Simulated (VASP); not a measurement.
Write the native input for VASP 6.6.1 that does the following.

* Task: single point
* Functional: PBE
* Potentials or basis: VASP PAW PBE potentials, release 64 (Sn_d, Ge_d, Se)
* Cutoff: 520 eV
* k mesh: 4 × 4 × 4
* Occupations: gaussian, width 0.1 eV
* Spin: no spin polarisation
* Dipole correction: no
* Further INCAR settings: ALGO = Normal; EDIFF = 1e-06; NBANDS = 39

The structure of Sn3GeSe lies in POSCAR:

```
Sn3GeSe
1.0
    5.5386233646      0.0000000000      0.0000000000
    0.0000000000      5.5386233646      0.0000000000
    0.0000000000      0.0000000000      5.5386233646
Sn Ge Se
3 1 1
Direct
    0.5000000000      0.5000000000      0.0000000000
    0.0000000000      0.5000000000      0.5000000000
    0.5000000000      0.0000000000      0.5000000000
    0.0000000000      0.0000000000      0.0000000000
    0.5000000000      0.5000000000      0.5000000000
```

One way to write it, as run:

INCAR

```
PREC = Accurate
ENCUT = 520
EDIFF = 1E-6
ISMEAR = 0
SIGMA = 0.1
LREAL = False
LASPH = True
NELM = 100
ALGO = Normal
ISIF = 2
LWAVE = False
LCHARG = True
GGA = PE
LELF = True
LVHAR = True
NBANDS = 39
```

KPOINTS

```
Automatic mesh
0
Gamma
  4 4 4
```

Potentials or basis: VASP PAW PBE potentials, release 64 (Sn_d, Ge_d, Se).

Command:

```sh
$ cat potpaw_PBE.64/Sn_d/POTCAR potpaw_PBE.64/Ge_d/POTCAR potpaw_PBE.64/Se/POTCAR > POTCAR
$ mpirun -np 1 vasp_std > vasp.out
```

It gave:

```yaml
Pressure: 0.0 GPa
Band_gap_on_the_k_mesh: zero (band 31 reaches 4.49 eV, above the bottom of band 32 at 4.08 eV)
```

Caveat: spin-orbit coupling is left out, which moves the levels of the heavy elements.

It took 120 s on 1 thread of Oxide Virtual Turin-like Processor (shared host), peak memory 0.24 GiB.
